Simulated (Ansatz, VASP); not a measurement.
**LiF: VASP beside Ansatz**

```
Li F
1.0
     3.09536    0.00000    0.00000
    -1.54768    2.68066    0.00000
     0.00000    0.00000    4.32174
Li F
2 2
Direct
  0.33333 0.66667 0.38398
  0.66667 0.33333 0.88398
  0.33333 0.66667 0.99102
  0.66667 0.33333 0.49102
```

Alike in both runs: task single point; functional LDA; k mesh 9 × 9 × 6; occupations gaussian, width 0.05 eV; no spin polarisation.

|  | VASP | Ansatz |
| --- | --- | --- |
| version | VASP 6.6.1 | Ansatz 0.2.0 |
| potentials or method | VASP PAW LDA potentials, release 64 (Li_sv, F), cutoff 520 eV | scalar-relativistic, plane waves, PAW |
| valence electrons in the cell | 20 | 20 |

Ansatz gave:

| Property | Result |
| --- | --- |
| gap on the k mesh at the Fermi level (eV) | 7.91 |
| least direct gap on the mesh (eV) | 7.91 |
| rms of the force components (eV/Å) | 0.396 |

Task: What did VASP give for the same quantities?

Result: gap on the k mesh at the Fermi level (eV): 7.89; least direct gap on the mesh (eV): 7.89; rms of the force components (eV/Å): 0.405.

LDA's correlation is that of Perdew and Zunger in VASP and of Perdew and Wang (1992) in Ansatz. Atom by atom the forces differ by 0.009 eV/Å (rms over components).

Noted on VASP's run: the cutoff is under 1.25 times that of the potentials, so the pressure is a little rough.
